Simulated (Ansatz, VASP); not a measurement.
# Hf2AlN3: VASP beside Ansatz

```xyz
12
Lattice="3.3616 0.0000 0.0000 -1.6808 2.9112 0.0000 0.0000 0.0000 16.6986" Properties=species:S:1:pos:R:3 pbc="T T T"
Hf    0.0000    1.9408    5.6613
Hf    0.0000    1.9408   11.1132
Hf    1.6808    0.9704    2.7638
Hf    1.6808    0.9704   14.0107
Al    0.0000    1.9408    0.0072
Al    1.6808    0.9704    8.3566
N     0.0000    1.9408    1.9122
N     0.0000    1.9408    7.8626
N     0.0000    1.9408   13.2697
N     1.6808    0.9704    4.9204
N     1.6808    0.9704   10.2615
N     1.6808    0.9704   16.2119
```

Alike in both runs: functional PBE; k mesh 6 × 6 × 1; occupations gaussian, width 0.1 eV; no spin polarisation.

Ansatz relaxed the structure, and its values are those at the end. VASP's run is a single point on that final structure, the one shown.

|  | VASP | Ansatz |
| --- | --- | --- |
| version | VASP 6.6.1 | Ansatz 0.2.0 |
| potentials or method | VASP PAW PBE potentials, release 64 (Hf_pv, Al, N), cutoff 520 eV | scalar-relativistic, plane waves, PAW |
| valence electrons in the cell | 76 | 140 |

Ansatz gave:

| Quantity | Value |
| --- | --- |
| gap on the k mesh at the Fermi level (eV) | none |
| pressure (GPa) | -0.2 |
| rms of the force components (eV/Å) | 0.004 |

Task: What did VASP give for the same quantities?

Result: gap on the k mesh at the Fermi level (eV): none; pressure (GPa): -1.0; rms of the force components (eV/Å): 0.022.

A gap of «none» marks a metal or a gap that the smearing closes. VASP's potentials hold 76 valence electrons a cell and Ansatz's 140, so a difference there can come from the potentials and not from the codes.

The k mesh is coarse, so the values compare programs but aren't converged. Neither program's run includes spin-orbit coupling.
